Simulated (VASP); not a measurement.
# Y (Fm-3m) in VASP: a series of runs, part 3 of 3

VASP 6.6.1.

### Step 4. Electric field gradients, LDA (volume scaled by 1.06)

Contents of INCAR:

```
ALGO = Normal
EDIFF = 1E-8
ENCUT = 520
GGA = CA
ISIF = 2
ISMEAR = -1
LASPH = True
LCHARG = False
LEFG = True
LREAL = False
LWAVE = False
NBANDS = 12
NELM = 60
PREC = Accurate
SIGMA = 0.05
```

Contents of KPOINTS:

```
k-points
0
Gamma
  13 13 13
```

Contents of POSCAR:

```
Y
1.0
    0.0000000000      2.5337378637      2.5337378637
    2.5337378637      0.0000000000      2.5337378637
    2.5337378637      2.5337378637      0.0000000000
Y
1
Direct
    0.0000000000      0.0000000000      0.0000000000
```

Potentials or basis: VASP PAW LDA potentials, release 64 (Y_sv).

On the command line:

```
cat potpaw_LDA.64/Y_sv/POTCAR > POTCAR
mpirun -np 1 vasp_std > vasp.out
```

OUTCAR:

```text
EDIFF = 1E-8
   ENCUT = 520
   GGA = CA
   ISIF = 2
   ISMEAR = -1
   LASPH = True
   LREAL = False
   NELM = 60
   PREC = Accurate

 ion  position               nearest neighbor table
   1  0.000  0.000  0.000-

  LATTYP: Found a face centered cubic cell.
 ALAT       =     5.0674757274

  Lattice vectors:

 A1 = (   0.0000000000,   2.5337378637,   2.5337378637)
 A2 = (   2.5337378637,   0.0000000000,   2.5337378637)
 A3 = (   2.5337378637,   2.5337378637,   0.0000000000)

Analysis of symmetry for initial positions (statically):
=====================================================================
 Subroutine PRICEL returns:
 Original cell was already a primitive cell.

 Routine SETGRP: Setting up the symmetry group for a
 face centered cubic supercell.

 Subroutine GETGRP returns: Found 48 space group operations
 (whereof 48 operations were pure point group operations)
 out of a pool of 48 trial point group operations.

The static configuration has the point symmetry O_h .

Analysis of symmetry for dynamics (positions and initial velocities):
=====================================================================
 Subroutine PRICEL returns:
 Original cell was already a primitive cell.

 Routine SETGRP: Setting up the symmetry group for a
 face centered cubic supercell.

 Subroutine GETGRP returns: Found 48 space group operations
 (whereof 48 operations were pure point group operations)
 out of a pool of 48 trial point group operations.

The dynamic configuration has the point symmetry O_h .

 Subroutine INISYM returns: Found 48 space group operations
 (whereof 48 operations are pure point group operations),
 and found     1 'primitive' translations

----------------------------------------------------------------------------------------

                                     Primitive cell

  volume of cell :      32.5323

  direct lattice vectors                    reciprocal lattice vectors
     0.000000000  2.533737864  2.533737864    -0.197336910  0.197336910  0.197336910
     2.533737864  0.000000000  2.533737864     0.197336910 -0.197336910  0.197336910
     2.533737864  2.533737864  0.000000000     0.197336910  0.197336910 -0.197336910

  length of vectors
     3.583246450  3.583246450  3.583246450     0.341797554  0.341797554  0.341797554

  position of ions in fractional coordinates (direct lattice)
     0.000000000  0.000000000  0.000000000

  ion indices of the primitive-cell ions
   primitive index   ion index
                 1           1

----------------------------------------------------------------------------------------

 KPOINTS: k-points

Automatic generation of k-mesh.
 Grid dimensions read from file:
 generate k-points for:   13   13   13

 Generating k-lattice:

  Cartesian coordinates                     Fractional coordinates (reciprocal lattice)
    -0.015179762  0.015179762  0.015179762     0.076923077  0.000000000  0.000000000
     0.015179762 -0.015179762  0.015179762     0.000000000  0.076923077  0.000000000
[... 66 lines left out ...]
   POTIM  = 0.5000    time-step for ionic-motion
   TEBEG  =    0.0;   TEEND  =   0.0 temperature during run
   PSTRESS=    0.0 pullay stress
   NELECT =      11.0000    total number of electrons
   NUPDOWN=      -1.0000    fix difference up-down
   EMIN   =  10.00;   EMAX   =-10.00  energy-range for DOS
   EFERMI =   0.00;   METHOD = LEGACY
   ISMEAR =    -1;   SIGMA  =   0.05  broadening in eV -4-tet -1-fermi 0-gaus
   EFERMI_NEDOS =   21; number of points for ismear=-14 and -15
   IALGO  =     38    algorithm
   IMIX   =      4    mixing-type and parameters
     AMIX     =   0.40;   BMIX     =  1.00
     AMIX_MAG =   1.60;   BMIX_MAG =  1.00
  volume/ion in A,a.u.               =      32.53       219.54
  Fermi-wavevector in a.u.,A,eV,Ry     =   1.140514  2.155259 17.698087  1.300773
  Thomas-Fermi vector in A             =   2.277216
   LORBIT       =      0    0 simple, 1 ext, 2 COOP (PROOUT), +10 PAW based schemes
   GGA     = CA    functional components
   LHFCALC =     F    Hartree Fock is set to
   AEXX    =    0.0000 exact exchange contribution
   IVDW    =     0    specifies the selected vdW correction
   LEPSILON=     F    determine dielectric tensor
   LRPA    =     F    only Hartree local field effects (RPA)
 non-spin polarized calculation
  energy-cutoff  :      520.00
  volume of cell :       32.53
 maximum number of plane-waves:       899
   NGX = 13   NGY = 13   NGZ = 13

 number of electron      11.0000000 magnetization

 Free energy of the ion-electron system (eV)
  ---------------------------------------------------
  ext. energy  EPLUGINS =         0.00000000
  ---------------------------------------------------
  free energy    TOTEN  =        -6.90384836 eV

  energy without entropy =       -6.89135648  energy(sigma->0) =       -6.89760242

 E-fermi :   2.9249     XC(G=0):  -9.6759

 val. band max:        2.9234902749   @ k =   0.4615   0.2308   0.0769
 cond. band min:       2.9284430284   @ k =  -0.2308   0.3846   0.1538
 fundamental gap:      0.0049527534
 Fermi energy:         2.9248556052

 k-point     1 :       0.0000    0.0000    0.0000
  band No.  band energies     occupation
      1     -39.5252      2.00000
      2     -19.3411      2.00000
      3     -19.3411      2.00000
      4     -19.3411      2.00000
      5      -1.8182      2.00000
      6       4.6507      0.00000
      7       4.6507      0.00000
      8       4.6507      0.00000
      9       6.6433      0.00000
     10       6.6433      0.00000
     11      11.9685      0.00000
     12      15.1840      0.00000
[... 331 lines left out ...]
 k-point    24 :       0.4615    0.1538    0.0000
  band No.  band energies     occupation
      1     -39.4563      2.00000
      2     -19.8475      2.00000
      3     -19.4816      2.00000
      4     -19.4474      2.00000
      5       1.2159      2.00000
      6       3.0560      0.13527
      7       4.0585      0.00000
      8       5.0490      0.00000
      9       7.8582      0.00000
     10       8.1695      0.00000
     11      10.6900      0.00000
     12      13.1637      0.00000

 [... further k-points ...]
[... 5 lines left out ...]
  --------------------------------------------------------------------------------------
  -------------------------------------------------------------------------------------
  Total       -0.7993879     -0.7993879     -0.7993879     -0.0000000      0.0000000      0.0000000
  in kB      -39.3688844    -39.3688844    -39.3688844     -0.0000000      0.0000000      0.0000000
  external PRESSURE =     -39.3688844 kB  Pullay stress =       0.0000000 kB

 VOLUME and BASIS-vectors are now :
 -----------------------------------------------------------------------------
  energy-cutoff  :      520.00
  volume of cell :       32.53
      direct lattice vectors                 reciprocal lattice vectors
     0.000000000  2.533737864  2.533737864    -0.197336910  0.197336910  0.197336910
     2.533737864  0.000000000  2.533737864     0.197336910 -0.197336910  0.197336910
     2.533737864  2.533737864  0.000000000     0.197336910  0.197336910 -0.197336910

 POSITION                                       TOTAL-FORCE (eV/Angst)
 -----------------------------------------------------------------------------------
      0.00000      0.00000      0.00000         0.000000      0.000000      0.000000
 -----------------------------------------------------------------------------------
    total drift:                               -0.000000     -0.000000     -0.000000

  FREE ENERGIE OF THE ION-ELECTRON SYSTEM (eV)
  ---------------------------------------------------
  free  energy   TOTEN  =        -6.9038483571 eV

  energy  without entropy=       -6.8913564814  energy(sigma->0) =       -6.89760242

 Electric field gradients (V/A^2)
---------------------------------------------------------------------
 ion       V_xx      V_yy      V_zz      V_xy      V_xz      V_yz
---------------------------------------------------------------------
   1      -0.000     0.000    -0.000    -0.000    -0.000    -0.000
---------------------------------------------------------------------

 Electric field gradients after diagonalization (V/A^2)
 (convention: |V_zz| > |V_xx| > |V_yy|)
----------------------------------------------------------------------
 ion       V_xx      V_yy      V_zz     asymmetry (V_yy - V_xx)/ V_zz
----------------------------------------------------------------------
   1       0.000     0.000    -0.000       0.000
----------------------------------------------------------------------

           NMR quadrupolar parameters

 Cq : quadrupolar parameter    Cq=e*Q*V_zz/h
 eta: asymmetry parameters     (V_yy - V_xx)/ V_zz
 Q  : nuclear electric quadrupole moment in mb (millibarn)
----------------------------------------------------------------------
 ion       Cq(MHz)       eta       Q (mb)
----------------------------------------------------------------------
   1      -0.000       0.000       1.000
----------------------------------------------------------------------
```

OSZICAR:

```text
N       E                     dE             d eps       ncg     rms          rms(c)
DAV:   1     0.246519312308E+02    0.24652E+02   -0.56486E+03  2024   0.830E+02
DAV:   2    -0.582416311728E+01   -0.30476E+02   -0.29700E+02  2436   0.165E+02
DAV:   3    -0.708798237959E+01   -0.12638E+01   -0.12439E+01  2972   0.217E+01
DAV:   4    -0.711505169244E+01   -0.27069E-01   -0.27043E-01  2316   0.290E+00
DAV:   5    -0.711540169335E+01   -0.35000E-03   -0.34997E-03  2652   0.288E-01    0.222E+01
DAV:   6    -0.694322460798E+01    0.17218E+00   -0.19392E-01  2160   0.283E+00    0.135E+01
DAV:   7    -0.690802564809E+01    0.35199E-01   -0.26515E-01  2400   0.323E+00    0.108E+00
DAV:   8    -0.690393223105E+01    0.40934E-02   -0.31068E-02  2352   0.137E+00    0.164E-01
DAV:   9    -0.690384899048E+01    0.83241E-04   -0.89899E-04  2420   0.243E-01    0.542E-02
DAV:  10    -0.690384829738E+01    0.69310E-06   -0.49739E-05  2376   0.619E-02    0.187E-02
DAV:  11    -0.690384836629E+01   -0.68916E-07   -0.75543E-06  2320   0.243E-02    0.132E-02
DAV:  12    -0.690384835760E+01    0.86934E-08   -0.87007E-07  2228   0.839E-03    0.340E-03
DAV:  13    -0.690384835706E+01    0.53569E-09   -0.53200E-08  2604   0.189E-03
   1 F= -.69038484E+01 E0= -.68976024E+01  d E =-.124919E-01
```

stdout:

```text
POSCAR found type information on POSCAR Y
 POSCAR found :  1 types and       1 ions
 scaLAPACK will be used
 LDA part: xc-table for (Slater(with rela. corr.)+CA(PZ))
 , standard interpolation
 POSCAR, INCAR and KPOINTS ok, starting setup
 FFT: planning ... GRIDC
 FFT: planning ... GRID_SOFT
 FFT: planning ... GRID
 WAVECAR not read
 entering main loop
ion   1
```

It took 26 s on 1 thread of Intel Xeon 6975P-C (Granite Rapids), shared host; peak memory 0.17 GiB.

Results:

```yaml
Free_energy: -6.9038 eV
Pressure: -3.9 GPa
```

Caveat: without QUAD_EFG the Cq values of the log hold for a quadrupole moment of 1 mb, not for the nuclei.

### Step 5. Electric field gradients, LDA (volume scaled by 0.94)

Contents of INCAR:

```
SYSTEM = Y
ALGO = Normal ; EDIFF = 1E-8
ENCUT = 520 ; ISIF = 2
ISMEAR = -1 ; LASPH = .True.
LCHARG = .False. ; LEFG = .True.
LREAL = .False. ; LWAVE = .False.
NBANDS = 12 ; NELM = 60
PREC = Accurate ; SIGMA = 0.05
```

Contents of KPOINTS:

```
k-points
0
Gamma
  13 13 13
  0 0 0
```

Contents of POSCAR:

```
Y
1.0
    0.0000000000      2.4342714802      2.4342714802
    2.4342714802      0.0000000000      2.4342714802
    2.4342714802      2.4342714802      0.0000000000
Y
1
Direct
    0.0000000000      0.0000000000      0.0000000000
```

Potentials or basis: VASP PAW LDA potentials, release 64 (Y_sv).

On the command line:

```
cat potpaw_LDA.64/Y_sv/POTCAR > POTCAR
mpirun -np 1 vasp_std > vasp.out
```

OUTCAR:

```text
SYSTEM = Y
   EDIFF = 1E-8
   ENCUT = 520
   ISIF = 2
   ISMEAR = -1
   LASPH = .True.
   LREAL = .False.
   NELM = 60
   PREC = Accurate

 ion  position               nearest neighbor table
   1  0.000  0.000  0.000-

  LATTYP: Found a face centered cubic cell.
 ALAT       =     4.8685429604

  Lattice vectors:

 A1 = (   0.0000000000,   2.4342714802,   2.4342714802)
 A2 = (   2.4342714802,   0.0000000000,   2.4342714802)
 A3 = (   2.4342714802,   2.4342714802,   0.0000000000)

[... 564 lines left out ...]
    total drift:                               -0.000000     -0.000000     -0.000000

  FREE ENERGIE OF THE ION-ELECTRON SYSTEM (eV)
  ---------------------------------------------------
  free  energy   TOTEN  =        -6.9439904038 eV

  energy  without entropy=       -6.9327067559  energy(sigma->0) =       -6.93834858

 Electric field gradients (V/A^2)
---------------------------------------------------------------------
 ion       V_xx      V_yy      V_zz      V_xy      V_xz      V_yz
---------------------------------------------------------------------
   1      -0.000    -0.000     0.000     0.000     0.000     0.000
---------------------------------------------------------------------

 Electric field gradients after diagonalization (V/A^2)
 (convention: |V_zz| > |V_xx| > |V_yy|)
----------------------------------------------------------------------
 ion       V_xx      V_yy      V_zz     asymmetry (V_yy - V_xx)/ V_zz
----------------------------------------------------------------------
   1      -0.000    -0.000     0.000       0.000
----------------------------------------------------------------------

           NMR quadrupolar parameters

 Cq : quadrupolar parameter    Cq=e*Q*V_zz/h
 eta: asymmetry parameters     (V_yy - V_xx)/ V_zz
 Q  : nuclear electric quadrupole moment in mb (millibarn)
----------------------------------------------------------------------
 ion       Cq(MHz)       eta       Q (mb)
----------------------------------------------------------------------
   1       0.000       0.000       1.000
----------------------------------------------------------------------
```

OSZICAR:

```text
N       E                     dE             d eps       ncg     rms          rms(c)
DAV:   1     0.254983009745E+02    0.25498E+02   -0.56711E+03  2032   0.844E+02
DAV:   2    -0.580546194338E+01   -0.31304E+02   -0.30395E+02  2364   0.168E+02
DAV:   3    -0.707154610271E+01   -0.12661E+01   -0.12441E+01  2812   0.222E+01
DAV:   4    -0.710518725462E+01   -0.33641E-01   -0.33583E-01  2268   0.328E+00
DAV:   5    -0.710593931466E+01   -0.75206E-03   -0.75202E-03  2624   0.362E-01    0.238E+01
DAV:   6    -0.696700963084E+01    0.13893E+00   -0.18031E-01  2200   0.276E+00    0.145E+01
DAV:   7    -0.694777988506E+01    0.19230E-01   -0.23798E-01  2412   0.315E+00    0.116E+00
DAV:   8    -0.694401682672E+01    0.37631E-02   -0.27155E-02  2280   0.131E+00    0.174E-01
DAV:   9    -0.694399788509E+01    0.18942E-04   -0.80477E-04  2436   0.222E-01    0.559E-02
DAV:  10    -0.694399039341E+01    0.74917E-05   -0.48949E-05  2332   0.590E-02    0.176E-02
DAV:  11    -0.694399037860E+01    0.14816E-07   -0.59079E-06  2304   0.213E-02    0.130E-02
DAV:  12    -0.694399040337E+01   -0.24775E-07   -0.77987E-07  2264   0.805E-03    0.243E-03
DAV:  13    -0.694399040376E+01   -0.38767E-09   -0.37498E-08  2580   0.155E-03
   1 F= -.69439904E+01 E0= -.69383486E+01  d E =-.112836E-01
```

Run time: 15 s. Hardware: 1 thread of Intel Xeon Platinum 8559C (Emerald Rapids), shared host; peak memory 0.17 GiB.

Results:

```yaml
Free_energy: -6.9440 eV
Pressure: 0.8 GPa
```

Caveat: without QUAD_EFG the Cq values of the log hold for a quadrupole moment of 1 mb, not for the nuclei.

### Step 6. The runs side by side

```csv
cell,gap on the mesh (eV),pressure (GPa)
"a = 3.538 Å, angles 60.0°, 1 atom",none,-2.6
"a = 3.583 Å, angles 60.0°, 1 atom",none,-3.9
"a = 3.443 Å, angles 60.0°, 1 atom",none,0.8
```

Alike in all rows: task electric field gradients; level LDA; potentials or basis VASP PAW LDA potentials, release 64 (Y_sv); no spin polarisation; k mesh 13 × 13 × 13; cutoff (eV) 520; smearing fermi-dirac 0.05 eV.

Absolute energies hang on the potentials; compare differences alone.
